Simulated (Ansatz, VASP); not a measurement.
## One calculation of SbP2, two programs

Contents of POSCAR:

```
SbP2
1.0
    4.2279945611      0.0000000000      0.0000000000
    0.0000000000      4.2279945611      0.0000000000
    0.0000000000      0.0000000000      6.4510808797
Sb P
2 4
Direct
    0.0000000000      0.5000000000      0.7000000000
    0.5000000000      0.0000000000      0.3000000000
    0.0000000000      0.0000000000      0.0000000000
    0.5000000000      0.5000000000      0.0000000000
    0.0000000000      0.5000000000      0.2700000000
    0.5000000000      0.0000000000      0.7300000000
```

INCAR.step1

```
ALGO = Normal ; EDIFF = 1E-4
ENCUT = 520 ; GGA = PE
ISMEAR = 0 ; LASPH = True
LCHARG = False ; LREAL = False
LWAVE = True ; NBANDS = 24
NELM = 60 ; PREC = Accurate
SIGMA = 0.1
```

The input INCAR.step2:

```
ALGO = Normal ; EDIFF = 1E-6
ENCUT = 520 ; ISIF = 2
ISMEAR = 0 ; ISTART = 1
LASPH = True ; LCHARG = True
LELF = True ; LMIXTAU = True
LREAL = False ; LVHAR = True
LWAVE = False ; METAGGA = R2SCAN
NBANDS = 24 ; NELM = 60
PREC = Accurate ; SIGMA = 0.1
```

File KPOINTS:

```
k-points
0
Gamma
  4 4 4
```

Input for Ansatz:

```yaml
crystal:
  lattice:
    - [4.2279945611, 0.0, 0.0]
    - [0.0, 4.2279945611, 0.0]
    - [0.0, 0.0, 6.4510808797]
  atoms:
    - { symbol: Sb, position: [0.0, 0.5, 0.7] }
    - { symbol: Sb, position: [0.5, 0.0, 0.3] }
    - { symbol: P, position: [0.0, 0.0, 0.0] }
    - { symbol: P, position: [0.5, 0.5, 0.0] }
    - { symbol: P, position: [0.0, 0.5, 0.27] }
    - { symbol: P, position: [0.5, 0.0, 0.73] }
basis:
  ecutwfc: 500
kpoints:
  mp_grid: { grid: [4, 4, 4] }
hamiltonian:
  xc: r2scan
scf:
  occupations: { method: gaussian, width: 0.1 }
  lower_state_search: "off"
output:
  forces: true
  stress: true
  eigenvalues: true
```

Alike in both runs: task single point; functional r2SCAN; k mesh 4 × 4 × 4; occupations gaussian, width 0.1 eV; no spin polarisation.

|  | VASP | Ansatz |
| --- | --- | --- |
| version | VASP 6.6.1 | Ansatz 0.2.0 |
| potentials or method | VASP PAW PBE potentials, release 64 (Sb, P), cutoff 520 eV | scalar-relativistic, plane waves, PAW |
| valence electrons in the cell | 30 | 50 |

Ansatz gave:

| Quantity | Value |
| --- | --- |
| gap on the k mesh at the Fermi level (eV) | none |
| pressure (GPa) | 2.0 |
| traceless stress, the component that is largest in VASP (GPa) | 1.11 |
| rms of the force components (eV/Å) | 0.095 |

**Question.** What did VASP give for the same quantities?

**Answer.** gap on the k mesh at the Fermi level (eV): none; pressure (GPa): 1.9; traceless stress, the component that is largest in VASP (GPa): 1.14; rms of the force components (eV/Å): 0.092.

VASP's potentials were made for PBE, not for r2SCAN. Atom by atom the forces differ by 0.004 eV/Å (rms over components). A gap of «none» marks a metal or a gap that the smearing closes. With one functional, cell and mesh, what is left measures potentials, basis and numerics. VASP's potentials hold 30 valence electrons a cell and Ansatz's 50, so a difference there can come from the potentials and not from the codes.

The k mesh is coarse, so the values compare programs but aren't converged. Spin-orbit coupling is off throughout.
